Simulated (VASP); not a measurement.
C4F:

```
CELL_PARAMETERS angstrom
2.72075 -3.93051 0.00000
2.72075 3.93051 0.00000
0.00000 0.00000 2.37102
ATOMIC_POSITIONS crystal
C 0.82139 0.82139 0.50000
C 0.89841 0.10159 0.00000
C 0.10159 0.89841 0.00000
C 0.17861 0.17861 0.50000
F 0.50000 0.50000 0.50000
```

The cell was built from a structure type or drawn by symmetry, and may not be a known phase.

```yaml
Program: VASP 6.6.1
Task: relaxation of cell and atoms
Functional: PBE
Dispersion: D3(BJ)
Potentials_or_basis: VASP PAW PBE potentials, release 64 (C, F)
Cutoff: 600 eV
k_mesh: 8 × 8 × 16
Occupations: gaussian, width 0.1 eV
Spin: no spin polarisation
```

At the start: pressure -0.2 GPa; volume 10.14 Å³/atom.

**Question.** Where does the relaxation end?

**Answer.** Over 7 steps the energy falls by 9.8 meV/atom and the volume is 10.10 Å³/atom (-0.4 %); space group Cmmm (No. 65, to 0.1 Å) before and after.

Step by step:
```
step  energy change (eV)  largest force (eV/Å)  pressure (GPa)  volume (Å³)
   1              0.0000                0.5381           -0.24        50.71
   2             -0.0257                0.6538            0.08        50.58
   3             -0.0434                0.3299            0.01        50.63
   4             -0.0464                0.2096           -0.74        50.62
   5             -0.0484                0.0488           -0.46        50.63
   6             -0.0488                0.0153            0.14        50.44
   7             -0.0488                0.0093           -0.02        50.49
```

Final structure:
```xyz
5
Lattice="2.6748 -3.9566 0.0000 2.6748 3.9566 0.0000 0.0000 0.0000 2.3854" Properties=species:S:1:pos:R:3 pbc="T T T"
C     4.4088    0.0000    1.1927
C     2.6748   -3.1284    0.0000
C     2.6748    3.1284    0.0000
C     0.9408    0.0000    1.1927
F     2.6748    0.0000    1.1927
```

Caveat: an odd number of electrons without spin polarisation forces a metal; a magnetic or distorted state may lie lower.
